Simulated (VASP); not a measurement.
Sn, 1 atom in the cell. Symmetry: Im-3m, No. 229, cubic system. The conventional cell has a = 3.789 Å, b = 3.789 Å, c = 3.789 Å, α = 90.00°, β = 90.00°, γ = 90.00°. Within 4.3 Å of Sn (site symmetry m-3m) lie 14 Sn at 3.28 to 3.79 Å. 

- Program: VASP 6.6.1
- Task: relaxation of cell and atoms
- Functional: RPBE
- Dispersion: D3(BJ)
- Potentials or basis: VASP PAW PBE potentials, release 64 (Sn_d)
- Cutoff: 600 eV
- k mesh: 10 × 10 × 10
- Occupations: fermi-dirac, width 0.05 eV
- Spin: no spin polarisation
- Dipole correction: no
- Further INCAR settings: ALGO = Fast; EDIFF = 1e-07; IBRION = 2; EDIFFG = -0.01; NSW = 60; ISIF = 3

Potentials or basis: VASP PAW PBE potentials, release 64 (Sn_d).

Command:

```bash
$ cat potpaw_PBE.64/Sn_d/POTCAR > POTCAR
$ mpirun -np 1 vasp_std > vasp.out
```

Hardware: 1 thread of Intel(R) Xeon(R) Platinum 8488C (Sapphire Rapids), on a shared host.

Problem. Estimate the wall time of this run.

Solution. It took 53 s on 1 thread of Intel(R) Xeon(R) Platinum 8488C (Sapphire Rapids), with other jobs on the host, peak memory 0.18 GiB. Counts: scf iterations 54, k points 47, ion steps 4.
